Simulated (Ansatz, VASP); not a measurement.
# AgCl: VASP beside Ansatz

POSCAR

```
AgCl
1.0
    0.0732731998      2.8031953450      2.8031953450
    2.8031953450      0.0732731998      2.8031953450
    2.8031953450      2.8031953450      0.0732731998
Ag Cl
1 1
Direct
    0.0000000000      0.0000000000      0.0000000000
    0.5000000000      0.5000000000      0.5000000000
```

Contents of INCAR.step1:

```
PREC = Accurate
ENCUT = 520
ISMEAR = 0
SIGMA = 0.01
LREAL = False
LASPH = True
NELM = 100
NBANDS = 16
GGA = PE
ALGO = Normal
EDIFF = 1E-4
LWAVE = True
LCHARG = False
```

INCAR.step2

```
PREC = Accurate
ENCUT = 520
EDIFF = 1E-7
ISMEAR = 0
SIGMA = 0.01
LREAL = False
LASPH = True
NELM = 100
ALGO = Normal
ISIF = 2
LWAVE = False
LCHARG = False
METAGGA = R2SCAN
LMIXTAU = True
NBANDS = 16
ISTART = 1
```

Contents of KPOINTS:

```
regular mesh
0
Gamma
  8 8 8
```

Input for Ansatz:

```yaml
crystal:
  lattice:
    - [0.0732731998, 2.803195345, 2.803195345]
    - [2.803195345, 0.0732731998, 2.803195345]
    - [2.803195345, 2.803195345, 0.0732731998]
  atoms:
    - { symbol: Ag, position: [0.0, 0.0, 0.0] }
    - { symbol: Cl, position: [0.5, 0.5, 0.5] }
kpoints:
  mp_grid: { grid: [8, 8, 8] }
  band_path:
    path:
      - [0.0, 0.0, 0.0]
      - [0.5, 0.0, 0.5]
      - [0.625, 0.25, 0.625]
      - [0.375, 0.375, 0.75]
      - [0.5, 0.5, 0.5]
      - [0.5, 0.25, 0.75]
      - [0.0375, 0.0375, 0.075]
      - [0.0, 0.0, 0.5]
    npoints: 1
hamiltonian:
  xc: r2scan
scf:
  occupations: { method: fixed }
  n_extra_bands: 4
output:
  forces: true
  stress: true
  eigenvalues: true
  write_density: true
  write_potential: true
  elf: true
  volumetric_format: npy
```

Change from the starting cell: epitaxial_111 strain -1.6%.

Alike in both runs: task single point; functional r2SCAN; k mesh 8 × 8 × 8; no spin polarisation.

```csv
,VASP,Ansatz
version,VASP 6.6.1,Ansatz 0.2.0
potentials or method,"VASP PAW PBE potentials, release 64 (Ag, Cl)","plane waves, PAW"
plane-wave cutoff (eV),520,500
occupations,"gaussian, width 0.01 eV",fixed
valence electrons in the cell,18,26
```

Ansatz gave:

| Item | Value |
| --- | --- |
| gap on the k mesh at the Fermi level (eV) | 1.43 |
| pressure (GPa) | 0.3 |
| traceless stress, the component that is largest in VASP (GPa) | -0.15 |

Q: What did VASP give for the same quantities?

A: gap on the k mesh at the Fermi level (eV): 1.38; pressure (GPa): 0.2; traceless stress, the component that is largest in VASP (GPa): -0.15.

VASP's potentials were made for PBE, not for r2SCAN. VASP's potentials hold 18 valence electrons a cell and Ansatz's 26, so a difference there can come from the potentials and not from the codes.
